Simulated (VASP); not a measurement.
A run of VASP 6.6.1:

Contents of INCAR:

```
PREC = Accurate ; ENCUT = 520
EDIFF = 1E-7 ; ISMEAR = 0
SIGMA = 0.1 ; LREAL = False
LASPH = True ; NELM = 100
ALGO = Normal ; ISIF = 2
LWAVE = False ; LCHARG = False
GGA = PE ; NBANDS = 25
```

Contents of KPOINTS:

```
Automatic mesh
0
Gamma
  6 6 6
```

Contents of POSCAR:

```
Ta2B2O
1.0
   -1.8147285200      1.8147285200      4.5924402600
    1.8147285200     -1.8147285200      4.5924402600
    1.8147285200      1.8147285200     -4.5924402600
Ta B O
2 2 1
Direct
    0.5000000000      0.0000000000      0.5000000000
    0.0000000000      0.5000000000      0.5000000000
    0.7500000000      0.2500000000      0.5000000000
    0.2500000000      0.7500000000      0.5000000000
    0.5000000000      0.5000000000      0.0000000000
```

Potentials or basis: VASP PAW PBE potentials, release 64 (Ta_pv, B, O).

Launch:

```sh
$ cat potpaw_PBE.64/Ta_pv/POTCAR potpaw_PBE.64/B/POTCAR potpaw_PBE.64/O/POTCAR > POTCAR
$ mpirun -np 1 vasp_std > vasp.out
```

Hardware: 1 thread of Intel(R) Xeon(R) 6975P-C (Granite Rapids), with other jobs on the host.

Q: Estimate the wall time of this run.

A: Run time: 36 s on 1 thread of Intel(R) Xeon(R) 6975P-C (Granite Rapids) (shared host), peak memory 0.26 GiB. Counts: scf iterations 14, k points 30.
